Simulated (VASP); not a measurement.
# TiSi2 (Cmcm) in VASP: a series of runs, part 2 of 2

VASP 6.6.1.

**4. Single point, PBEsol+U**

Contents of POSCAR:

```
TiSi2
1.0
    1.7651050250     -6.7592815350      0.0000000000
    1.7651050250      6.7592815350      0.0000000000
    0.0000000000      0.0000000000      3.5651739700
Ti Si
2 4
Direct
    0.1031180800      0.8968819200      0.2500000000
    0.8968819200      0.1031180800      0.7500000000
    0.7503148200      0.2496851800      0.2500000000
    0.2496851800      0.7503148200      0.7500000000
    0.4417485500      0.5582514500      0.2500000000
    0.5582514500      0.4417485500      0.7500000000
```

Contents of INCAR.step1:

```
SYSTEM = TiSi2
  ALGO = Fast
  EDIFF = 1E-6
  ENCUT = 520
  GGA = PS
  ISIF = 2
  ISMEAR = -1
  LASPH = .True.
  LCHARG = .True.
  LDAU = .True.
  LDAUJ = 0 0
  LDAUL = 2 -1
  LDAUPRINT = 1
  LDAUTYPE = 2
  LDAUU = 5 0
  LMAXMIX = 4
  LREAL = .False.
  LWAVE = .False.
  NBANDS = 29
  NELM = 150
  PREC = Accurate
  SIGMA = 0.05
```

Contents of KPOINTS.step1:

```
k-points
0
Gamma
  8 8 8
  0 0 0
```

Contents of INCAR.step2:

```
SYSTEM = TiSi2
  ALGO = Fast
  EDIFF = 1E-6
  ENCUT = 520
  GGA = PS
  ICHARG = 11
  ISIF = 2
  ISMEAR = -5
  LASPH = .True.
  LCHARG = .False.
  LDAU = .True.
  LDAUJ = 0 0
  LDAUL = 2 -1
  LDAUPRINT = 1
  LDAUTYPE = 2
  LDAUU = 5 0
  LMAXMIX = 4
  LORBIT = 10
  LREAL = .False.
  LWAVE = .False.
  NEDOS = 2001
  NELM = 150
  PREC = Accurate
  SIGMA = 0.05
```

Contents of KPOINTS.step2:

```
k-points
0
Gamma
  12 12 12
  0 0 0
```

Potentials or basis: VASP PAW PBE potentials, release 64 (Ti_sv, Si).

Started as:

```
> cat potpaw_PBE.64/Ti_sv/POTCAR potpaw_PBE.64/Si/POTCAR > POTCAR
> cp INCAR.step1 INCAR
> cp KPOINTS.step1 KPOINTS
> mpirun -np 1 vasp_std > vasp.out
> cp INCAR.step2 INCAR
> cp KPOINTS.step2 KPOINTS
> mpirun -np 1 vasp_std > vasp.out
```

OUTCAR:

```text
SYSTEM = TiSi2
   EDIFF = 1E-6
   ENCUT = 520
   GGA = PS
   ICHARG = 11
   ISIF = 2
   ISMEAR = -5
   LASPH = .True.
   LORBIT = 10
   LREAL = .False.
   NELM = 150
   PREC = Accurate

 ion  position               nearest neighbor table
   1  0.103  0.897  0.250-   6 2.58   6 2.58   6 2.58   6 2.58   3 2.66   3 2.66   4 2.67   4 2.67
                             5 2.81   5 2.81
   2  0.897  0.103  0.750-   5 2.58   5 2.58   5 2.58   5 2.58   4 2.66   4 2.66   3 2.67   3 2.67
                             6 2.81   6 2.81
   3  0.750  0.250  0.250-   4 2.51   4 2.51   4 2.51   4 2.51   1 2.66   1 2.66   2 2.67   2 2.67
                             5 3.13   5 3.13
   4  0.250  0.750  0.750-   3 2.51   3 2.51   3 2.51   3 2.51   2 2.66   2 2.66   1 2.67   1 2.67
                             6 3.13   6 3.13
   5  0.442  0.558  0.250-   6 2.38   6 2.38   2 2.58   2 2.58   2 2.58   2 2.58   1 2.81   1 2.81
                             3 3.13   3 3.13
   6  0.558  0.442  0.750-   5 2.38   5 2.38   1 2.58   1 2.58   1 2.58   1 2.58   2 2.81   2 2.81
                             4 3.13   4 3.13

  LATTYP: Found a base centered orthorhombic cell.
 ALAT       =     3.5302100500
 B/A-ratio  =     3.8293934011
 C/A-ratio  =     1.0099042039

  Lattice vectors:

 A1 = (   1.7651050250,  -6.7592815350,   0.0000000000)
 A2 = (   1.7651050250,   6.7592815350,   0.0000000000)
 A3 = (   0.0000000000,   0.0000000000,   3.5651739700)

Analysis of symmetry for initial positions (statically):
=====================================================================
 Subroutine PRICEL returns:
 Original cell was already a primitive cell.

 Routine SETGRP: Setting up the symmetry group for a
 base centered orthorhombic supercell.

 Subroutine GETGRP returns: Found  8 space group operations
 (whereof  4 operations were pure point group operations)
 out of a pool of  8 trial point group operations.

The static configuration has the point symmetry C_2h.
 The point group associated with its full space group is D_2h.

Analysis of symmetry for dynamics (positions and initial velocities):
=====================================================================
 Subroutine PRICEL returns:
 Original cell was already a primitive cell.

 Routine SETGRP: Setting up the symmetry group for a
 base centered orthorhombic supercell.

 Subroutine GETGRP returns: Found  8 space group operations
 (whereof  4 operations were pure point group operations)
 out of a pool of  8 trial point group operations.

The dynamic configuration has the point symmetry C_2h.
 The point group associated with its full space group is D_2h.

 Subroutine INISYM returns: Found  8 space group operations
 (whereof  4 operations are pure point group operations),
 and found     1 'primitive' translations

----------------------------------------------------------------------------------------

                                     Primitive cell

  volume of cell :      85.0711

[... 171 lines left out ...]
  o =  0.2688  v =  0.0000  0.0000  0.0000  0.0000  0.0000  0.0000  0.0000 -0.0000 -1.0000 -0.0000      0.0000  0.0000  0.0000  0.0000  0.0000  0.0000  0.0000  0.0000  0.0000  0.0000
  o =  0.2688  v =  0.0000  0.0000 -0.0000 -1.0000 -0.0000  0.0000  0.0000  0.0000  0.0000  0.0000      0.0000  0.0000  0.0000  0.0000  0.0000  0.0000  0.0000  0.0000  0.0000  0.0000

atom =   2  type =  1  l = 2

 onsite density matrix

spin component  1

  0.2223  0.0000 -0.0000 -0.0000 -0.0000
  0.0000  0.2016 -0.0000  0.0000 -0.0000
 -0.0000 -0.0000  0.1375 -0.0000  0.0180
 -0.0000  0.0000 -0.0000  0.2688  0.0000
 -0.0000 -0.0000  0.0180  0.0000  0.1441

spin component  2

  0.2223  0.0000 -0.0000 -0.0000 -0.0000
  0.0000  0.2016 -0.0000  0.0000 -0.0000
 -0.0000 -0.0000  0.1375 -0.0000  0.0180
 -0.0000  0.0000 -0.0000  0.2688  0.0000
 -0.0000 -0.0000  0.0180  0.0000  0.1441

 occupancies and eigenvectors

  o =  0.1225  v =  0.0000  0.0000 -0.7682  0.0000  0.6402  0.0000  0.0000  0.0000  0.0000  0.0000      0.0000  0.0000  0.0000  0.0000  0.0000  0.0000  0.0000  0.0000  0.0000  0.0000
  o =  0.1225  v =  0.0000  0.0000  0.0000  0.0000  0.0000  0.0000  0.0000 -0.7682  0.0000  0.6402      0.0000  0.0000  0.0000  0.0000  0.0000  0.0000  0.0000  0.0000  0.0000  0.0000
  o =  0.1591  v =  0.0000 -0.0000 -0.6402  0.0000 -0.7682  0.0000  0.0000  0.0000  0.0000  0.0000      0.0000  0.0000  0.0000  0.0000  0.0000  0.0000  0.0000  0.0000  0.0000  0.0000
  o =  0.1591  v =  0.0000  0.0000  0.0000  0.0000  0.0000  0.0000 -0.0000 -0.6402  0.0000 -0.7682      0.0000  0.0000  0.0000  0.0000  0.0000  0.0000  0.0000  0.0000  0.0000  0.0000
  o =  0.2016  v =  0.0000  0.0000  0.0000  0.0000  0.0000  0.0000 -1.0000 -0.0000 -0.0000  0.0000      0.0000  0.0000  0.0000  0.0000  0.0000  0.0000  0.0000  0.0000  0.0000  0.0000
  o =  0.2016  v =  0.0000 -1.0000 -0.0000 -0.0000  0.0000  0.0000  0.0000  0.0000  0.0000  0.0000      0.0000  0.0000  0.0000  0.0000  0.0000  0.0000  0.0000  0.0000  0.0000  0.0000
  o =  0.2223  v =  1.0000  0.0000  0.0000  0.0000  0.0000  0.0000  0.0000  0.0000  0.0000  0.0000      0.0000  0.0000  0.0000  0.0000  0.0000  0.0000  0.0000  0.0000  0.0000  0.0000
  o =  0.2223  v =  0.0000  0.0000  0.0000  0.0000  0.0000  1.0000  0.0000  0.0000  0.0000  0.0000      0.0000  0.0000  0.0000  0.0000  0.0000  0.0000  0.0000  0.0000  0.0000  0.0000
  o =  0.2688  v =  0.0000  0.0000  0.0000  0.0000  0.0000  0.0000  0.0000  0.0000 -1.0000 -0.0000      0.0000  0.0000  0.0000  0.0000  0.0000  0.0000  0.0000  0.0000  0.0000  0.0000
  o =  0.2688  v =  0.0000  0.0000  0.0000 -1.0000 -0.0000  0.0000  0.0000  0.0000  0.0000  0.0000      0.0000  0.0000  0.0000  0.0000  0.0000  0.0000  0.0000  0.0000  0.0000  0.0000

 number of electron      40.0000004 magnetization

 Free energy of the ion-electron system (eV)
  ---------------------------------------------------
  ext. energy  EPLUGINS =         0.00000000
  ---------------------------------------------------
  free energy    TOTEN  =       -35.65185672 eV

  energy without entropy =      -35.65185672  energy(sigma->0) =      -35.65185672

 E-fermi :  10.8096     XC(G=0): -11.7459

 val. band max:       10.9215712426   @ k =  -0.1667   0.1667   0.4167
 cond. band min:      10.7552031309   @ k =   0.0833  -0.0000   0.2500
 fundamental gap:     -0.1663681118
 Fermi energy:        10.8095520451

 k-point     1 :       0.0000    0.0000    0.0000
  band No.  band energies     occupation
      1     -47.1454      2.00000
      2     -47.1363      2.00000
      3     -23.5673      2.00000
      4     -23.4935      2.00000
      5     -23.4911      2.00000
      6     -23.4846      2.00000
[... 637 lines left out ...]
     23      11.7844      0.00000
     24      12.3832      0.00000

 [... further k-points ...]

------------------------ aborting loop because EDIFF is reached ----------------------------------------

  FORCE on cell =-STRESS in cart. coord.  units (eV):
  Direction    XX          YY          ZZ          XY          YZ          ZX
  --------------------------------------------------------------------------------------
  -------------------------------------------------------------------------------------
  Total        2.3363811      2.3015848      2.2618265      0.0000000      0.0000000      0.0000000
  in kB       44.0020044     43.3466723     42.5978877      0.0000000      0.0000000      0.0000000
  external PRESSURE =      43.3155215 kB  Pullay stress =       0.0000000 kB

 VOLUME and BASIS-vectors are now :
 -----------------------------------------------------------------------------
  energy-cutoff  :      520.00
  volume of cell :       85.07
      direct lattice vectors                 reciprocal lattice vectors
     1.765105025 -6.759281535  0.000000000     0.283269263 -0.073972359  0.000000000
     1.765105025  6.759281535  0.000000000     0.283269263  0.073972359  0.000000000
     0.000000000  0.000000000  3.565173970     0.000000000  0.000000000  0.280491221

 POSITION                                       TOTAL-FORCE (eV/Angst)
 -----------------------------------------------------------------------------------
      1.76511      5.36527      0.89129         0.000000      0.096867     -0.000000
      1.76511     -5.36527      2.67388         0.000000     -0.096867     -0.000000
      1.76511     -3.38390      0.89129         0.000000      0.034575      0.000000
      1.76511      3.38390      2.67388         0.000000     -0.034575     -0.000000
      1.76511      0.78748      0.89129         0.000000      0.189014      0.000000
      1.76511     -0.78748      2.67388         0.000000     -0.189014     -0.000000
 -----------------------------------------------------------------------------------
    total drift:                                0.000000      0.000000      0.000000

  FREE ENERGIE OF THE ION-ELECTRON SYSTEM (eV)
  ---------------------------------------------------
  free  energy   TOTEN  =       -35.6518567159 eV

  energy  without entropy=      -35.6518567159  energy(sigma->0) =      -35.65185672

 total charge

# of ion       s       p       d       tot
------------------------------------------
    1        2.178   6.165   1.924  10.267
    2        2.178   6.165   1.924  10.267
    3        0.751   0.898   0.000   1.649
    4        0.751   0.898   0.000   1.649
    5        0.771   0.935   0.000   1.706
    6        0.771   0.935   0.000   1.706
--------------------------------------------------
tot          7.401  15.994   3.848  27.243
```

Run time: 1.6 h. Hardware: 1 thread of Oxide Virtual Turin-like, shared host; peak memory 0.61 GiB.

Results:

| Property | Result |
| --- | --- |
| Valence electrons inside the program's atomic spheres | Ti 10.27; Si 1.65, 1.71 (each value once) |

Eigenvalues of the final occupation matrices:
| site | spin | trace | eigenvalues |
| --- | --- | --- | --- |
| site 1 d | 1 | 0.97 | 0.12 0.16 0.20 0.22 0.27 |
| site 1 d | 2 | 0.97 | 0.12 0.16 0.20 0.22 0.27 |
| site 2 d | 1 | 0.97 | 0.12 0.16 0.20 0.22 0.27 |
| site 2 d | 2 | 0.97 | 0.12 0.16 0.20 0.22 0.27 |

Caveat: the PAW data sets were made with another functional, which shifts forces and pressure a little; U without spin polarisation on a metal has little footing; the U is typed as a test and isn't derived for this compound.
